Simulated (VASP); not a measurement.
# Sb (P4/mmm) in VASP: notebook

The runs below take Sb through single point, with r2SCAN.

All numbers are computed with VASP 6.6.1; they aren't measurements. Logs are shortened: lines on timing, memory, paths and dates and some standing lists are left out, and cuts for length are marked.

## Step 1: The cell of the first run

The structure is tetragonal, space group P4/mmm (No. 123). The conventional cell has a = 3.002 Å, b = 3.002 Å, c = 3.318 Å, α = 90.00°, β = 90.00°, γ = 90.00°. Within 4.0 Å of Sb (site symmetry 4/mmm) lie 6 Sb at 3.00 to 3.32 Å.

## Step 2: Single point, r2SCAN (strain -0.050 along x and y, +0.050 along z)

POSCAR

```
Sb
1.0
    3.0020000000      0.0000000000      0.0000000000
    0.0000000000      3.0020000000      0.0000000000
    0.0000000000      0.0000000000      3.3180000000
Sb
1
Direct
    0.0000000000      0.0000000000      0.0000000000
```

INCAR.step1

```
SYSTEM = Sb
ALGO = Normal ; EDIFF = 1E-4
ENCUT = 520 ; GGA = PE
ISMEAR = 0 ; LASPH = .True.
LCHARG = .False. ; LREAL = .False.
LWAVE = .True. ; NBANDS = 8
NELM = 60 ; PREC = Accurate
SIGMA = 0.15
```

INCAR.step2

```
SYSTEM = Sb
ALGO = Normal ; EDIFF = 1E-6
ENCUT = 520 ; ISIF = 2
ISMEAR = 0 ; ISTART = 1
LASPH = .True. ; LCHARG = .False.
LMIXTAU = .True. ; LREAL = .False.
LWAVE = .False. ; METAGGA = R2SCAN
NBANDS = 8 ; NELM = 60
PREC = Accurate ; SIGMA = 0.15
```

KPOINTS

```
k-points
0
Gamma
  16 16 16
  0 0 0
```

Potentials or basis: VASP PAW PBE potentials, release 64 (Sb).

Started as:

```bash
> cat potpaw_PBE.64/Sb/POTCAR > POTCAR
> cp INCAR.step1 INCAR
> mpirun -np 1 vasp_std > vasp.out
> cp INCAR.step2 INCAR
> mpirun -np 1 vasp_std > vasp.out
```

OUTCAR:

```text
SYSTEM = Sb
   EDIFF = 1E-6
   ENCUT = 520
   ISIF = 2
   ISMEAR = 0
   ISTART = 1
   LASPH = .True.
   LREAL = .False.
   METAGGA = R2SCAN
   NELM = 60
   PREC = Accurate

 ion  position               nearest neighbor table
   1  0.000  0.000  0.000-

  LATTYP: Found a simple tetragonal cell.
 ALAT       =     3.0020000000
 C/A-ratio  =     1.1052631579

  Lattice vectors:

 A1 = (   3.0020000000,   0.0000000000,   0.0000000000)
 A2 = (   0.0000000000,   3.0020000000,   0.0000000000)
 A3 = (   0.0000000000,   0.0000000000,   3.3180000000)

Analysis of symmetry for initial positions (statically):
=====================================================================
 Subroutine PRICEL returns:
 Original cell was already a primitive cell.

 Routine SETGRP: Setting up the symmetry group for a
 simple tetragonal supercell.

 Subroutine GETGRP returns: Found 16 space group operations
 (whereof 16 operations were pure point group operations)
 out of a pool of 16 trial point group operations.

The static configuration has the point symmetry D_4h.

Analysis of symmetry for dynamics (positions and initial velocities):
=====================================================================
 Subroutine PRICEL returns:
 Original cell was already a primitive cell.

 Routine SETGRP: Setting up the symmetry group for a
 simple tetragonal supercell.

 Subroutine GETGRP returns: Found 16 space group operations
 (whereof 16 operations were pure point group operations)
 out of a pool of 16 trial point group operations.

The dynamic configuration has the point symmetry D_4h.

 Subroutine INISYM returns: Found 16 space group operations
 (whereof 16 operations are pure point group operations),
 and found     1 'primitive' translations

----------------------------------------------------------------------------------------

                                     Primitive cell

  volume of cell :      29.9018

  direct lattice vectors                    reciprocal lattice vectors
     3.002000000  0.000000000  0.000000000     0.333111259  0.000000000  0.000000000
     0.000000000  3.002000000  0.000000000     0.000000000  0.333111259  0.000000000
     0.000000000  0.000000000  3.318000000     0.000000000  0.000000000  0.301386377

  length of vectors
     3.002000000  3.002000000  3.318000000     0.333111259  0.333111259  0.301386377

  position of ions in fractional coordinates (direct lattice)
     0.000000000  0.000000000  0.000000000

  ion indices of the primitive-cell ions
   primitive index   ion index
                 1           1

----------------------------------------------------------------------------------------

 KPOINTS: k-points

Automatic generation of k-mesh.
 Grid dimensions read from file:
 generate k-points for:   16   16   16

 Generating k-lattice:

  Cartesian coordinates                     Fractional coordinates (reciprocal lattice)
     0.020819454  0.000000000  0.000000000     0.062500000  0.000000000  0.000000000
     0.000000000  0.020819454  0.000000000     0.000000000  0.062500000  0.000000000
     0.000000000  0.000000000  0.018836649     0.000000000  0.000000000  0.062500000

  Length of vectors
     0.020819454  0.020819454  0.018836649

  Shift w.r.t. Gamma in fractional coordinates (k-lattice)
     0.000000000  0.000000000  0.000000000

 Subroutine IBZKPT returns following result:
 ===========================================

 Found    405 irreducible k-points:

 Following reciprocal coordinates:
            Coordinates               Weight
  0.000000  0.000000  0.000000      1.000000
  0.062500  0.000000  0.000000      4.000000
  0.125000  0.000000  0.000000      4.000000
  0.187500  0.000000  0.000000      4.000000
  0.250000  0.000000  0.000000      4.000000
  0.312500  0.000000  0.000000      4.000000
[... 16 lines left out ...]
  0.437500  0.125000  0.000000      8.000000
  0.500000  0.125000  0.000000      4.000000
 [... further k-points ...]
   k-points           NKPTS =    405   k-points in BZ     NKDIM =    405   number of bands    NBANDS=      8
   number of dos      NEDOS =    301   number of ions     NIONS =      1
   total plane-waves  NPLWV =  16128
   dimension x,y,z NGX =    24 NGY =   24 NGZ =   28
   dimension x,y,z NGXF=    48 NGYF=   48 NGZF=   56
   ions per type =               1
   NGX,Y,Z   is equivalent  to a cutoff of  13.29, 13.29, 14.03 a.u.
   NGXF,Y,Z  is equivalent  to a cutoff of  26.58, 26.58, 28.06 a.u.
 SYSTEM =  Sb
   PREC   = accura    normal or accurate (medium, high low for compatibility)
   ISTART =      1    job   : 0-new  1-cont  2-samecut
   ICHARG =      0    charge: 1-file 2-atom 10-const
   ISPIN  =      1    spin polarized calculation?
   LNONCOLLINEAR =      F non collinear calculations
   LSORBIT =      F    spin-orbit coupling
   LASPH  =      T    aspherical Exc in radial PAW
   ENCUT  =  520.0 eV  38.22 Ry    6.18 a.u.   5.58  5.58  6.17*2*pi/ulx,y,z
   NELM   =     60;   NELMIN=  2; NELMDL=  0     # of ELM steps
   EDIFF  = 0.1E-05   stopping-criterion for ELM
   LREAL  =      F    real-space projection
   EDIFFG = 0.1E-04   stopping-criterion for IOM
   NSW    =      0    number of steps for IOM
   IBRION =     -1    ionic relax: 0-MD 1-quasi-New 2-CG
   NFREE  =      0    steps in history (QN), initial steepest desc. (CG)
   ISIF   =      2    stress and relaxation
   ISYM   =      2    0-nonsym 1-usesym 2-fastsym
   POTIM  = 0.5000    time-step for ionic-motion
   TEBEG  =    0.0;   TEEND  =   0.0 temperature during run
   PSTRESS=    0.0 pullay stress
   NELECT =       5.0000    total number of electrons
   NUPDOWN=      -1.0000    fix difference up-down
   EMIN   =  10.00;   EMAX   =-10.00  energy-range for DOS
   EFERMI =   0.00;   METHOD = LEGACY
   ISMEAR =     0;   SIGMA  =   0.15  broadening in eV -4-tet -1-fermi 0-gaus
   EFERMI_NEDOS =   21; number of points for ismear=-14 and -15
   IALGO  =     38    algorithm
   IMIX   =      4    mixing-type and parameters
     AMIX     =   0.40;   BMIX     =  1.00
     AMIX_MAG =   1.60;   BMIX_MAG =  1.00
  volume/ion in A,a.u.               =      29.90       201.79
  Fermi-wavevector in a.u.,A,eV,Ry     =   0.901915  1.704372 11.067667  0.813451
  Thomas-Fermi vector in A             =   2.025054
   LORBIT       =      0    0 simple, 1 ext, 2 COOP (PROOUT), +10 PAW based schemes
   METAGGA = R2SCAN    functional components
   LHFCALC =     F    Hartree Fock is set to
   AEXX    =    0.0000 exact exchange contribution
   IVDW    =     0    specifies the selected vdW correction
   LEPSILON=     F    determine dielectric tensor
   LRPA    =     F    only Hartree local field effects (RPA)
 non-spin polarized calculation
 Gauss-broadening in eV      SIGMA  =   0.15
  energy-cutoff  :      520.00
  volume of cell :       29.90
 maximum number of plane-waves:       836
 NGX is ok and might be reduce to    24
   NGX = 11   NGY = 11   NGZ = 13

 number of electron       5.0000001 magnetization

 Free energy of the ion-electron system (eV)
  ---------------------------------------------------
  ext. energy  EPLUGINS =         0.00000000
  ---------------------------------------------------
  free energy    TOTEN  =       -25.57141446 eV

  energy without entropy =      -25.56516151  energy(sigma->0) =      -25.56828798

 E-fermi :   7.0364     XC(G=0): -10.0866

 val. band max:        7.0157592226   @ k =   0.3125   0.2500   0.0625
 cond. band min:       7.0368313771   @ k =   0.4375   0.4375   0.3750
 fundamental gap:      0.0210721545
 Fermi energy:         7.0363567158

 k-point     1 :       0.0000    0.0000    0.0000
  band No.  band energies     occupation
      1      -6.0122      2.00000
      2       8.6073      0.00000
      3      11.4325      0.00000
      4      11.4325      0.00000
      5      13.0696      0.00000
      6      14.9203      0.00000
      7      16.8588      0.00000
      8      25.0753      0.00000

 k-point     2 :       0.0625    0.0000    0.0000
  band No.  band energies     occupation
      1      -5.9458      2.00000
      2       8.6737      0.00000
      3      10.5303      0.00000
      4      11.5012      0.00000
      5      13.1514      0.00000
      6      15.3953      0.00000
      7      17.3733      0.00000
      8      24.2485      0.00000

 k-point     3 :       0.1250    0.0000    0.0000
  band No.  band energies     occupation
      1      -5.7472      2.00000
      2       8.8501      0.00000
      3       8.8697      0.00000
      4      11.7038      0.00000
      5      13.3303      0.00000
      6      15.8777      0.00000
      7      18.8856      0.00000
      8      22.9701      0.00000

 k-point     4 :       0.1875    0.0000    0.0000
  band No.  band energies     occupation
      1      -5.4195      2.00000
      2       7.0730      0.72989
      3       9.1846      0.00000
      4      12.0294      0.00000
      5      13.6090      0.00000
      6      16.2274      0.00000
      7      20.7784      0.00000
      8      21.6606      0.00000

 k-point     5 :       0.2500    0.0000    0.0000
  band No.  band energies     occupation
      1      -4.9699      2.00000
      2       5.3658      2.00000
      3       9.5978      0.00000
      4      12.4571      0.00000
      5      13.9926      0.00000
      6      16.6009      0.00000
      7      20.4019      0.00000
      8      21.7870      0.00000

 k-point     6 :       0.3125    0.0000    0.0000
  band No.  band energies     occupation
      1      -4.4156      2.00000
      2       3.8009      2.00000
      3      10.0734      0.00000
      4      12.9505      0.00000
      5      14.4779      0.00000
      6      17.0228      0.00000
      7      19.2534      0.00000
      8      20.7322      0.00000

 k-point     7 :       0.3750    0.0000    0.0000
  band No.  band energies     occupation
      1      -3.7995      2.00000
      2       2.4483      2.00000
      3      10.5492      0.00000
      4      13.4466      0.00000
      5      15.0500      0.00000
      6      17.4222      0.00000
      7      18.2900      0.00000
      8      19.7554      0.00000
[... 133 lines left out ...]
 k-point    20 :       0.2500    0.1250    0.0000
  band No.  band energies     occupation
      1      -4.7044      2.00000
      2       5.6078      2.00000
      3       9.8636      0.00000
      4       9.8971      0.00000
      5      14.2999      0.00000
      6      18.8838      0.00000
      7      20.1490      0.00000
      8      20.5969      0.00000

 k-point    21 :       0.3125    0.1250    0.0000
  band No.  band energies     occupation
      1      -4.1495      2.00000
      2       4.0478      2.00000
      3      10.3413      0.00000
      4      10.3926      0.00000
      5      14.7916      0.00000
      6      18.2105      0.00000
      7      19.4531      0.00000
      8      19.7733      0.00000

 k-point    22 :       0.3750    0.1250    0.0000
  band No.  band energies     occupation
      1      -3.5322      2.00000
      2       2.6963      2.00000
      3      10.8196      0.00000
      4      10.9143      0.00000
      5      15.3686      0.00000
      6      17.2855      0.00000
      7      18.4916      0.00000
      8      19.1778      0.00000

 k-point    23 :       0.4375    0.1250    0.0000
  band No.  band energies     occupation
      1      -2.9660      2.00000
      2       1.6837      2.00000
      3      11.1971      0.00000
      4      11.3528      0.00000
      5      15.9206      0.00000
      6      16.6511      0.00000
      7      17.8217      0.00000
      8      18.3260      0.00000

 k-point    24 :       0.5000    0.1250    0.0000
  band No.  band energies     occupation
      1      -2.7083      2.00000
      2       1.2763      2.00000
      3      11.3453      0.00000
      4      11.5351      0.00000
      5      16.0251      0.00000
      6      16.6760      0.00000
      7      17.5755      0.00000
      8      17.8242      0.00000

 [... further k-points ...]

------------------------ aborting loop because EDIFF is reached ----------------------------------------

  FORCE on cell =-STRESS in cart. coord.  units (eV):
  Direction    XX          YY          ZZ          XY          YZ          ZX
  --------------------------------------------------------------------------------------
  -------------------------------------------------------------------------------------
  Total        0.6799634      0.6799634     -1.2107777      0.0000000      0.0000000      0.0000000
  in kB       36.4332858     36.4332858    -64.8749795      0.0000000      0.0000000      0.0000000
  external PRESSURE =       2.6638641 kB  Pullay stress =       0.0000000 kB

 VOLUME and BASIS-vectors are now :
 -----------------------------------------------------------------------------
  energy-cutoff  :      520.00
  volume of cell :       29.90
      direct lattice vectors                 reciprocal lattice vectors
     3.002000000  0.000000000  0.000000000     0.333111259  0.000000000  0.000000000
     0.000000000  3.002000000  0.000000000     0.000000000  0.333111259  0.000000000
     0.000000000  0.000000000  3.318000000     0.000000000  0.000000000  0.301386377

 POSITION                                       TOTAL-FORCE (eV/Angst)
 -----------------------------------------------------------------------------------
      0.00000      0.00000      0.00000         0.000000      0.000000      0.000000
 -----------------------------------------------------------------------------------
    total drift:                               -0.000000      0.000000      0.000000

  FREE ENERGIE OF THE ION-ELECTRON SYSTEM (eV)
  ---------------------------------------------------
  free  energy   TOTEN  =       -25.5714144591 eV

  energy  without entropy=      -25.5651615073  energy(sigma->0) =      -25.56828798
```

Run time: 2.5 min. Hardware: 1 thread of Intel Xeon Platinum 8259CL at 2.50GHz (Skylake/Cascade Lake), shared host; peak memory 0.22 GiB.

Results:

| Quantity | Value |
| --- | --- |
| Free energy | -25.5714 eV |
| Pressure | 0.3 GPa |
| Band gap on the k mesh | zero (an odd number of electrons rules out a gap without spin polarisation) |

Caveat: the cell differs from its parent crystal (strain -0.050 along x and y, +0.050 along z); the PAW data sets were made with another functional, which shifts forces and pressure a little; spin-orbit coupling is left out, which moves the levels of the heavy elements.

## Step 3: Single point, r2SCAN (strain +0.050 along x and y, -0.050 along z)

POSCAR

```
Sb
1.0
    3.3180000000      0.0000000000      0.0000000000
    0.0000000000      3.3180000000      0.0000000000
    0.0000000000      0.0000000000      3.0020000000
Sb
1
Direct
    0.0000000000      0.0000000000      0.0000000000
```

INCAR.step1

```
SYSTEM = Sb
PREC = Accurate
ENCUT = 520
ISMEAR = 0
SIGMA = 0.15
LREAL = .False.
LASPH = .True.
NELM = 60
NBANDS = 8
GGA = PE
ALGO = Normal
EDIFF = 1E-4
LWAVE = .True.
LCHARG = .False.
```

INCAR.step2

```
SYSTEM = Sb
PREC = Accurate
ENCUT = 520
EDIFF = 1E-6
ISMEAR = 0
SIGMA = 0.15
LREAL = .False.
LASPH = .True.
NELM = 60
ALGO = Normal
ISIF = 2
LWAVE = .False.
LCHARG = .False.
METAGGA = R2SCAN
LMIXTAU = .True.
NBANDS = 8
ISTART = 1
```

KPOINTS

```
Automatic mesh
0
Gamma
  16 16 16
  0 0 0
```

Potentials or basis: VASP PAW PBE potentials, release 64 (Sb).

Started as:

```bash
> cat potpaw_PBE.64/Sb/POTCAR > POTCAR
> cp INCAR.step1 INCAR
> mpirun -np 1 vasp_std > vasp.out
> cp INCAR.step2 INCAR
> mpirun -np 1 vasp_std > vasp.out
```

Wall time 5.5 min (1 thread of Intel Xeon Platinum 8259CL at 2.50GHz (Skylake/Cascade Lake), shared host); peak memory 0.24 GiB.

It converged, with:

```
Free energy            : -25.5180 eV
Pressure               : -4.6 GPa
Band gap on the k mesh : zero (an odd number of electrons rules out a gap without spin polarisation)
```

Stress tensor (GPa, compression positive):
```
-7.70  0.00  0.00
 0.00 -7.70  0.00
 0.00  0.00  1.62
```

Levels at points of the mesh, in eV from the Fermi level:
```csv
k point,band 1,band 2,band 3,band 4,band 5,band 6,band 7
"(0.00, 0.00, 0.00)",-12.28,2.25,2.25,5.11,6.59,6.75,9.65
"(0.50, 0.00, 0.00)",-10.46,-5.10,3.73,6.64,8.63,10.82,10.90
"(0.50, 0.50, 0.00)",-8.58,-3.50,-3.50,2.72,8.16,13.29,14.85
"(0.00, 0.00, 0.50)",-9.17,-5.40,4.77,4.77,9.18,10.19,10.88
"(0.50, 0.00, 0.50)",-7.17,-3.94,-2.57,2.98,6.26,12.43,12.47
"(0.50, 0.50, 0.50)",-4.98,-2.58,-1.07,-1.07,5.14,5.14,5.90
```

Caveat: the cell differs from its parent crystal (strain +0.050 along x and y, -0.050 along z); the cell stands under tension; the PAW data sets were made with another functional, which shifts forces and pressure a little; spin-orbit coupling is left out, which moves the levels of the heavy elements.
